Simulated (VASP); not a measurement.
A run of VASP 6.6.1:

INCAR

```
ALGO     = Normal         # electronic algorithm
EDIFF    = 1E-6           # SCF threshold, eV
ENCUT    = 600            # plane-wave cutoff, eV
GGA      = CA             # functional
GGA_COMPAT= F            
ISIF     = 2              # what is computed and relaxed
ISMEAR   = 0              # smearing method
LASPH    = T              # aspherical terms in the spheres
LCHARG   = F              # write CHGCAR
LREAL    = F              # projectors in reciprocal space
LWAVE    = F              # write WAVECAR
NBANDS   = 11             # bands
NELM     = 120            # most SCF steps
PREC     = Accurate       # precision mode
SIGMA    = 0.01           # smearing width, eV
```

The input KPOINTS:

```
k-points
0
Gamma
  12 12 12
```

The input POSCAR:

```
BN
1.0
    0.0000000000      1.6737000000      1.6737000000
    1.6737000000      0.0000000000      1.6737000000
    1.6737000000      1.6737000000      0.0000000000
B N
1 1
Direct
    0.0000000000      0.0000000000      0.0000000000
    0.2500000000      0.2500000000      0.2500000000
```

Potentials or basis: VASP PAW LDA potentials, release 64 (B, N).

The run is started by

```sh
$ cat potpaw_LDA.64/B/POTCAR potpaw_LDA.64/N/POTCAR > POTCAR
$ mpirun -np 1 vasp_std > vasp.out
```

Hardware: 1 thread of AMD EPYC 7R13 (shared host).

**Question.** Estimate the wall time of this run.

**Answer.** It took 11 s on 1 thread of AMD EPYC 7R13, with other jobs on the host, peak memory 0.09 GiB. Counts: scf iterations 11, k points 72.
